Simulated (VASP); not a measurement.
**TiC: single point with PBEsol**

Crystal: TiC.

```
CELL_PARAMETERS angstrom
0.00000 2.03640 2.44368
2.03640 0.00000 2.44368
2.03640 2.03640 0.00000
ATOMIC_POSITIONS crystal
Ti 0.00000 0.00000 0.00000
C 0.50000 0.50000 0.50000
```

This cell differs from its parent crystal: ratio of the length along z to the lengths across it x 1.2, volume and fractional coordinates fixed.

- Program: VASP 6.6.1
- Task: single point
- Functional: PBEsol
- Potentials or basis: VASP PAW PBE potentials, release 64 (Ti_sv, C)
- Cutoff: 520 eV
- k mesh: 20 × 20 × 20
- Occupations: methfessel-paxton, width 0.1 eV
- Spin: no spin polarisation

The pressure is 9.4 GPa and the band gap on the k mesh is zero (bands 8 and 9 overlap by 2.01 eV).

Stress tensor (GPa, compression positive):
```
 29.96   0.00   0.00
  0.00  29.96   0.00
  0.00   0.00 -31.70
```

Levels at points of the mesh, in eV from the Fermi level:
```csv
k point,band 4,band 5,band 6,band 7,band 8,band 9,band 10,band 11,band 12,band 13
"(0.00, 0.00, 0.00)",-32.29,-12.42,-0.21,0.46,1.19,1.23,1.23,1.93,1.93,2.39
"(0.50, 0.00, 0.00)",-32.26,-8.70,-5.93,-3.38,-2.99,2.77,3.27,4.50,6.94,7.49
"(0.50, 0.50, 0.00)",-32.38,-10.51,-4.50,-1.56,0.86,0.86,2.83,3.40,3.40,4.97
"(0.50, 0.00, 0.50)",-32.66,-10.13,-2.73,-1.66,-0.34,-0.31,2.52,2.79,4.26,6.85
```

It took 3.6 min on 1 thread of Intel Xeon 8259CL, with other jobs on the host, peak memory 0.31 GiB.

Caveat: the stress differs along the axes, from -32 to 30 GPa; the PAW data sets were made with another functional, which shifts forces and pressure a little.
